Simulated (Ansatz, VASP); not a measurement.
## One calculation of CsSnI3, two programs

```
CELL_PARAMETERS angstrom
6.17123 0.00000 0.00000
0.00000 6.17123 0.00000
0.00000 0.00000 6.17123
ATOMIC_POSITIONS crystal
Cs 0.00000 0.00000 0.00000
Sn 0.50000 0.50000 0.50000
I 0.00000 0.50000 0.50000
I 0.50000 0.00000 0.50000
I 0.50000 0.50000 0.00000
```

Alike in both runs: task single point; functional PBE; k mesh 4 × 4 × 4; no spin polarisation.

|  | VASP | Ansatz |
| --- | --- | --- |
| version | VASP 6.6.1 | Ansatz 0.2.0 |
| potentials or method | VASP PAW PBE potentials, release 64 (Cs_sv, Sn_d, I) | plane waves, PAW |
| plane-wave cutoff (eV) | 520 | 420 |
| occupations | gaussian, width 0.01 eV | fixed |
| valence electrons in the cell | 44 | 74 |

```tsv
	VASP	Ansatz	Ansatz less VASP
gap on the k mesh at the Fermi level (eV)	0.22	0.23	+0.006
pressure (GPa)	1.1	1.1	0.00
```

VASP's potentials hold 44 valence electrons a cell and Ansatz's 74, so a difference there can come from the potentials and not from the codes.

Neither program's run includes spin-orbit coupling.
